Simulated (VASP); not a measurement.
# CoO (P3m1) in VASP: single point with r2SCAN

Aim: the single point of CoO with r2SCAN.

All numbers are computed with VASP 6.6.1; they aren't measurements. Logs are shortened: lines on timing, memory, paths and dates and some standing lists are left out, and cuts for length are marked.

### 1 The cell of the first run

The structure is trigonal, space group P3m1 (No. 156). The conventional cell has a = 3.202 Å, b = 3.202 Å, c = 10.964 Å, α = 90.00°, β = 90.00°, γ = 120.00°. Co (site symmetry 3m) has 4 O at 1.93 to 1.97 Å within 2.6 Å. Co (site symmetry 3m) has 4 O at 1.93 to 2.20 Å within 2.6 Å. Co (site symmetry 3m) has 4 O at 1.93 to 1.97 Å within 2.6 Å. Co (site symmetry 3m) has 4 O at 1.93 to 1.97 Å within 2.6 Å. O (site symmetry 3m) has 4 Co at 1.93 to 1.97 Å within 2.6 Å. O (site symmetry 3m) has 4 Co at 1.93 to 1.97 Å within 2.6 Å. Within 2.6 Å of O (site symmetry 3m) lie 4 Co at 1.93 to 2.20 Å. Within 2.6 Å of O (site symmetry 3m) lie 4 Co at 1.93 to 1.97 Å.

### 2 Single point, r2SCAN, collinear spin, antiferromagnetic start (the distance across one plane changed)

POSCAR

```
CoO
1.0
   -3.2023923205      0.0000000000      0.0000000000
   -1.6011961602     -2.7733531024      0.0000000000
    0.0000000000      0.0000000000     10.9639380997
Co O
4 4
Direct
    0.0000000000      1.0000000000      0.5085999842
    0.0000000000      1.0000000000      0.0314020100
    0.3333333333      0.3333333333      0.7471978972
    0.3333333333      0.3333333333      0.2699999230
    0.0000000000      1.0000000000      0.6843962175
    0.0000000000      1.0000000000      0.2071982433
    0.3333333333      0.3333333333      0.9229942232
    0.3333333333      0.3333333333      0.4457962490
```

INCAR.step1

```
SYSTEM = CoO
PREC     = Accurate       ! precision mode
ENCUT    = 660            ! plane-wave cutoff, eV
ISMEAR   = 0              ! smearing method
SIGMA    = 0.05           ! smearing width, eV
LREAL    = .False.        ! projectors in reciprocal space
LASPH    = .True.         ! aspherical terms in the spheres
NELM     = 200            ! most SCF steps
ISPIN    = 2              ! spin polarisation
MAGMOM   = -2.57 -2.57 2.57 2.57 0.14 0.14 -0.14 -0.14 ! initial moments
LMAXMIX  = 4              ! l up to which the mixer works
NBANDS   = 44             ! bands
GGA      = PE             ! functional
ALGO     = Normal         ! electronic algorithm
EDIFF    = 1E-5           ! SCF threshold, eV
LWAVE    = .True.         ! write WAVECAR
LCHARG   = .False.        ! write CHGCAR
GGA_COMPAT= .False.
```

INCAR.step2

```
SYSTEM = CoO
PREC     = Accurate       ! precision mode
ENCUT    = 660            ! plane-wave cutoff, eV
EDIFF    = 1E-6           ! SCF threshold, eV
ISMEAR   = 0              ! smearing method
SIGMA    = 0.05           ! smearing width, eV
LREAL    = .False.        ! projectors in reciprocal space
LASPH    = .True.         ! aspherical terms in the spheres
NELM     = 200            ! most SCF steps
ALGO     = Normal         ! electronic algorithm
ISIF     = 2              ! what is computed and relaxed
LWAVE    = .False.        ! write WAVECAR
LCHARG   = .False.        ! write CHGCAR
ISPIN    = 2              ! spin polarisation
MAGMOM   = -2.57 -2.57 2.57 2.57 0.14 0.14 -0.14 -0.14 ! initial moments
LORBIT   = 11             ! projections on sites
LMAXMIX  = 4              ! l up to which the mixer works
METAGGA  = R2SCAN         ! meta-GGA
LMIXTAU  = .True.       
NBANDS   = 44             ! bands
ISTART   = 1            
GGA_COMPAT= .False.
```

KPOINTS

```
regular mesh
0
Gamma
  10 10 3
  0 0 0
```

Potentials or basis: VASP PAW PBE potentials, release 64 (Co, O).

Run with:

```bash
> cat potpaw_PBE.64/Co/POTCAR potpaw_PBE.64/O/POTCAR > POTCAR
> cp INCAR.step1 INCAR
> mpirun -np 1 vasp_std > vasp.out
> cp INCAR.step2 INCAR
> mpirun -np 1 vasp_std > vasp.out
```

OUTCAR:

```text
SYSTEM = CoO
   PREC = Accurate
   ENCUT = 660
   EDIFF = 1E-6
   ISMEAR = 0
   LREAL = .False.
   LASPH = .True.
   NELM = 200
   ISIF = 2
   ISPIN = 2
   LORBIT = 11
   METAGGA = R2SCAN
   ISTART = 1

 ion  position               nearest neighbor table
   1  0.000  0.000  0.509-   5 1.93   8 1.97   8 1.97   8 1.97
   2  0.000  0.000  0.031-   6 1.93   7 2.20   7 2.20   7 2.20
   3  0.333  0.333  0.747-   7 1.93   5 1.97   5 1.97   5 1.97
   4  0.333  0.333  0.270-   8 1.93   6 1.97   6 1.97   6 1.97
   5  0.000  0.000  0.684-   1 1.93   3 1.97   3 1.97   3 1.97
   6  0.000  0.000  0.207-   2 1.93   4 1.97   4 1.97   4 1.97
   7  0.333  0.333  0.923-   3 1.93   2 2.20   2 2.20   2 2.20
   8  0.333  0.333  0.446-   4 1.93   1 1.97   1 1.97   1 1.97

  LATTYP: Found a hexagonal cell.
 ALAT       =     3.2023923204
 C/A-ratio  =     3.4236711192

  Lattice vectors:

 A1 = (   1.6011961602,   2.7733531024,   0.0000000000)
 A2 = (  -3.2023923205,   0.0000000000,   0.0000000000)
 A3 = (   0.0000000000,   0.0000000000,  10.9639380997)

Analysis of symmetry for initial positions (statically):
=====================================================================
 Subroutine PRICEL returns:
 Original cell was already a primitive cell.

 Routine SETGRP: Setting up the symmetry group for a
 hexagonal supercell.

 Subroutine GETGRP returns: Found  6 space group operations
 (whereof  6 operations were pure point group operations)
 out of a pool of 24 trial point group operations.

The static configuration has the point symmetry C_3v.

Analysis of symmetry for dynamics (positions and initial velocities):
=====================================================================
 Subroutine PRICEL returns:
 Original cell was already a primitive cell.

 Routine SETGRP: Setting up the symmetry group for a
 hexagonal supercell.

 Subroutine GETGRP returns: Found  6 space group operations
 (whereof  6 operations were pure point group operations)
 out of a pool of 24 trial point group operations.

The dynamic configuration has the point symmetry C_3v.

Analysis of structural, dynamic, and magnetic symmetry:
=====================================================================
 Subroutine PRICEL returns:
 Original cell was already a primitive cell.

 Routine SETGRP: Setting up the symmetry group for a
 hexagonal supercell.

 Subroutine GETGRP returns: Found  6 space group operations
 (whereof  6 operations were pure point group operations)
 out of a pool of 24 trial point group operations.

[... 157 lines left out ...]
  ---------------------------------------------------
  free energy    TOTEN  =       -84.93697719 eV

  energy without entropy =      -84.93684516  energy(sigma->0) =      -84.93691117

 E-fermi :   5.3494     XC(G=0): -11.4762

 val. band max:        5.2658716812   @ k =  -0.4000   0.3000   0.0000
 cond. band min:       5.3706671085   @ k =   0.0000   0.0000   0.0000
 fundamental gap:      0.1047954273
 Fermi energy:         5.3493574092

 spin component 1

 k-point     1 :       0.0000    0.0000    0.0000
  band No.  band energies     occupation
      1     -15.7887      1.00000
      2     -15.2172      1.00000
      3     -14.8972      1.00000
      4     -13.4109      1.00000
      5      -1.9515      1.00000
      6      -1.5396      1.00000
[... 1069 lines left out ...]
     41      13.1026      0.00000
     42      13.5704      0.00000

 [... further k-points ...]

 spin component 2

 k-point     1 :       0.0000    0.0000    0.0000
  band No.  band energies     occupation
      1     -15.5980      1.00000
      2     -15.2891      1.00000
      3     -14.7514      1.00000
      4     -13.7307      1.00000
      5      -1.8797      1.00000
      6      -1.1393      1.00000
[... 1069 lines left out ...]
     41      13.1290      0.00000
     42      14.0057      0.00000

 [... further k-points ...]

 [bands above 42 left out]

------------------------ aborting loop because EDIFF is reached ----------------------------------------

  FORCE on cell =-STRESS in cart. coord.  units (eV):
  Direction    XX          YY          ZZ          XY          YZ          ZX
  --------------------------------------------------------------------------------------
  -------------------------------------------------------------------------------------
  Total       -2.7282759     -2.7282759     -7.2750503      0.0000000      0.0000000      0.0000000
  in kB      -44.8903087    -44.8903087   -119.7016957      0.0000000      0.0000000      0.0000000
  external PRESSURE =     -69.8274377 kB  Pullay stress =       0.0000000 kB

 VOLUME and BASIS-vectors are now :
 -----------------------------------------------------------------------------
  energy-cutoff  :      660.00
  volume of cell :       97.37
      direct lattice vectors                 reciprocal lattice vectors
    -3.202392321  0.000000000  0.000000000    -0.312266549  0.180287176  0.000000000
    -1.601196160 -2.773353102  0.000000000     0.000000000 -0.360574353  0.000000000
     0.000000000  0.000000000 10.963938100     0.000000000  0.000000000  0.091208103

 POSITION                                       TOTAL-FORCE (eV/Angst)
 -----------------------------------------------------------------------------------
      0.00000      0.00000      5.57626        -0.000000      0.000000      0.295536
      0.00000      0.00000      0.34429        -0.000000      0.000000     -2.679474
     -1.60120     -0.92445      8.19223        -0.000000      0.000000      0.786514
     -1.60120     -0.92445      2.96026         0.000000     -0.000000      0.096981
      0.00000      0.00000      7.50368        -0.000000      0.000000     -0.177832
      0.00000      0.00000      2.27171        -0.000000      0.000000     -0.492647
     -1.60120     -0.92445     10.11965         0.000000      0.000000      2.438746
     -1.60120     -0.92445      4.88768         0.000000      0.000000     -0.267823
 -----------------------------------------------------------------------------------
    total drift:                                0.000000     -0.000001      0.032637

  FREE ENERGIE OF THE ION-ELECTRON SYSTEM (eV)
  ---------------------------------------------------
  free  energy   TOTEN  =       -84.9369771911 eV

  energy  without entropy=      -84.9368451565  energy(sigma->0) =      -84.93691117

 total charge

# of ion       s       p       d       tot
------------------------------------------
    1        0.353   0.449   7.157   7.959
    2        0.307   0.312   7.071   7.690
    3        0.346   0.437   7.134   7.917
    4        0.352   0.448   7.160   7.959
    5        1.550   3.493   0.000   5.043
    6        1.549   3.492   0.000   5.041
    7        1.555   3.382   0.000   4.937
    8        1.550   3.495   0.000   5.044
--------------------------------------------------
tot          7.561  15.507  28.522  51.590

 magnetization (x)

# of ion       s       p       d       tot
------------------------------------------
    1       -0.019  -0.052  -2.454  -2.525
    2       -0.020  -0.026  -2.452  -2.498
    3        0.017   0.045   2.460   2.522
    4        0.018   0.052   2.448   2.519
    5        0.011   0.091   0.000   0.101
    6        0.013   0.120   0.000   0.134
    7       -0.006  -0.154   0.000  -0.161
    8       -0.011  -0.100   0.000  -0.111
--------------------------------------------------
tot          0.004  -0.024   0.002  -0.018
```

OUTCAR.step1:

```text
SYSTEM = CoO
   PREC = Accurate
   ENCUT = 660
   ISMEAR = 0
   LREAL = .False.
   LASPH = .True.
   NELM = 200
[... 2429 lines left out ...]
      0.00000      0.00000      2.27171         0.000000      0.000000     -0.560723
     -1.60120     -0.92445     10.11965        -0.000000      0.000000      1.532059
     -1.60120     -0.92445      4.88768        -0.000000     -0.000000     -0.269618
 -----------------------------------------------------------------------------------
    total drift:                               -0.000000     -0.000000      0.000741

  FREE ENERGIE OF THE ION-ELECTRON SYSTEM (eV)
  ---------------------------------------------------
  free  energy   TOTEN  =       -52.9108036871 eV

  energy  without entropy=      -52.9093925697  energy(sigma->0) =      -52.91009813
```

It took 56 min on 1 thread of Intel Xeon 8259CL, shared host; peak memory 0.55 GiB.

Results:

```yaml
Free_energy: -84.9370 eV
Pressure: -7.0 GPa
Largest_force: 2.679 eV/Å
Net_moment: 0.00 μB per cell
Site_moments: Co -2.52, -2.50, +2.52 (each value once); O +0.10, +0.13, -0.16, -0.11 μB
Valence_electrons_inside_the_program's_atomic_spheres: Co 7.96, 7.69, 7.92 (each value once); O 5.04, 4.94 (each value once)
```

Forces in eV/Å, atoms in the order of the input:
```
Co   0.000  0.000  0.296
Co   0.000  0.000 -2.679
Co   0.000  0.000  0.787
Co   0.000  0.000  0.097
O    0.000  0.000 -0.178
O    0.000  0.000 -0.493
O    0.000  0.000  2.439
O    0.000  0.000 -0.268
```

Stress tensor (GPa, compression positive):
```
 -4.49   0.00   0.00
  0.00  -4.49   0.00
  0.00   0.00 -11.97
```

Caveat: the cell differs from its parent crystal (the distance across one plane changed); the cell stands under tension; the PAW data sets were made with another functional, which shifts forces and pressure a little; semilocal functionals often make such compounds metallic where correlation or magnetic order opens a gap, which also shifts bond lengths.
